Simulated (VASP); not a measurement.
# MgI2: single point with PBE

Crystal: MgI2.

```
Mg I
1.0
     4.25161    0.00000    0.00000
    -2.12581    3.68200    0.00000
     0.00000    0.00000    7.89418
Mg I
1 2
Direct
  0.00000 0.00000 0.00000
  0.33333 0.66667 0.79739
  0.66667 0.33333 0.20261
```

* Program: VASP 6.6.1
* Task: single point
* Functional: PBE
* Potentials or basis: VASP PAW PBE potentials, release 64 (Mg, I)
* Cutoff: 520 eV
* k mesh: 6 × 6 × 4
* Occupations: gaussian, width 0.05 eV
* Spin: no spin polarisation
* Dipole correction: no
* Further INCAR settings: ALGO = Normal; EDIFF = 1e-06; NBANDS = 15

```yaml
Pressure: 0.4 GPa
Largest_force: 0.274 eV/Å
Band_gap_on_the_k_mesh: 3.74 eV, indirect (least direct gap 3.83 eV)
```

Forces in eV/Å, atoms in the order of the input:
```
Mg   0.000  0.000  0.000
I    0.000  0.000 -0.274
I    0.000  0.000  0.274
```

Stress tensor (GPa, compression positive):
```
0.04 0.00 0.00
0.00 0.04 0.00
0.00 0.00 1.10
```

Levels at points of the mesh, in eV from the valence-band top:
| k point | band 4 | band 5 | band 6 | band 7 | band 8 | band 9 | band 10 | band 11 | band 12 | band 13 |
| --- | --- | --- | --- | --- | --- | --- | --- | --- | --- | --- |
| (0.00, 0.00, 0.00) | -0.34 | -0.34 | -0.09 | 0.00 | 0.00 | 3.83 | 4.88 | 6.63 | 6.63 | 6.93 |
| (0.50, 0.00, 0.00) | -2.59 | -1.19 | -1.16 | -0.45 | -0.32 | 3.76 | 5.59 | 6.07 | 7.47 | 7.83 |
| (0.00, 0.00, 0.50) | -0.54 | -0.33 | -0.33 | -0.01 | -0.01 | 4.35 | 4.89 | 6.59 | 6.59 | 7.00 |
| (0.50, 0.00, 0.50) | -2.65 | -1.17 | -1.00 | -0.45 | -0.35 | 3.74 | 5.62 | 5.99 | 6.62 | 7.71 |

Wall time 19 s on 1 thread of AMD EPYC 9R45 96-Core Processor (Zen 5) (shared host), peak memory 0.22 GiB.

Caveat: spin-orbit coupling is left out, which moves the levels of the heavy elements; this functional lacks dispersion, which binds the layers, so the pressure and a relaxed spacing across them are unreliable. Expect the measured gap to be larger: semilocal functionals such as PBE lack the derivative discontinuity.
